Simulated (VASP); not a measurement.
Au, 2 atoms in the cell. The structure is hexagonal, space group P6_3/mmc (No. 194). Conventional cell: a = 2.841 Å, b = 2.841 Å, c = 4.781 Å, α = 90.00°, β = 90.00°, γ = 120.00°. Within 3.7 Å of Au (site symmetry -6m2) lie 12 Au at 2.84 to 2.90 Å.  This cell differs from its parent crystal: volume scaled by 0.9405.

- Program: VASP 6.6.1
- Task: electric field gradients
- Functional: PBEsol
- Potentials or basis: VASP PAW PBE potentials, release 64 (Au)
- Cutoff: 520 eV
- k mesh: 14 × 14 × 8
- Occupations: fermi-dirac, width 0.03 eV
- Spin: no spin polarisation
- Dipole correction: no
- Further INCAR settings: ALGO = Normal; EDIFF = 1e-08; NBANDS = 18

Potentials or basis: VASP PAW PBE potentials, release 64 (Au).

Command:

```bash
$ cat potpaw_PBE.64/Au/POTCAR > POTCAR
$ mpirun -np 1 vasp_std > vasp.out
```

Hardware: 1 thread of Intel(R) Xeon(R) Platinum 8488C (Sapphire Rapids), with other jobs on the host.

**Question.** How long does it take, and how much memory?

**Answer.** Wall time 26 s on 1 thread of Intel(R) Xeon(R) Platinum 8488C (Sapphire Rapids), on a shared host, peak memory 0.19 GiB. Counts: scf iterations 14, k points 120.
